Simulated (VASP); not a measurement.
A run of VASP 6.6.1:

File INCAR:

```
SYSTEM = Si3N4
PREC = Accurate ; ENCUT = 520
EDIFF = 1E-7 ; ISMEAR = 0
SIGMA = 0.02 ; LREAL = .FALSE.
LASPH = .TRUE. ; NELM = 60
ALGO = Normal ; ISIF = 2
LWAVE = .FALSE. ; LCHARG = .FALSE.
GGA = PS ; IBRION = 2
NSW = 50 ; EDIFFG = -0.01
```

File KPOINTS:

```
regular mesh
0
G
  6 6 6
  0 0 0
```

POSCAR

```
Si3N4
1.0
   -3.2594977519      3.2594977519      3.2594977519
    3.2594977519     -3.2594977519      3.2594977519
    3.2594977519      3.2594977519     -3.2594977519
Si N
6 8
Direct
    0.2500000000      0.1250000000      0.8750000000
    0.8750000000      0.2500000000      0.1250000000
    0.7500000000      0.3750000000      0.6250000000
    0.6250000000      0.7500000000      0.3750000000
    0.1250000000      0.8750000000      0.2500000000
    0.3750000000      0.6250000000      0.7500000000
    0.5616923873      0.5616923873      0.5616923873
    0.4383076127      0.5000000000      0.0000000000
    0.5000000000      0.0000000000      0.9383076127
    0.0000000000      0.4383076127      0.5000000000
    0.9383076127      0.5000000000      0.0000000000
    0.0616923873      0.0616923873      0.0616923873
    0.0000000000      0.9383076127      0.5000000000
    0.5000000000      0.0000000000      0.4383076127
```

Potentials or basis: VASP PAW PBE potentials, release 64 (Si, N).

Run with:

```bash
$ cat potpaw_PBE.64/Si/POTCAR potpaw_PBE.64/N/POTCAR > POTCAR
$ mpirun -np 1 vasp_std > vasp.out
```

Hardware: 1 thread of Oxide Virtual Turin-like Processor, on a shared host.

Question: How long does it take, and how much memory?

Answer: Run time: 7.5 min on 1 thread of Oxide Virtual Turin-like Processor (shared host), peak memory 0.25 GiB. Counts: scf iterations 35, k points 16, ion steps 4.
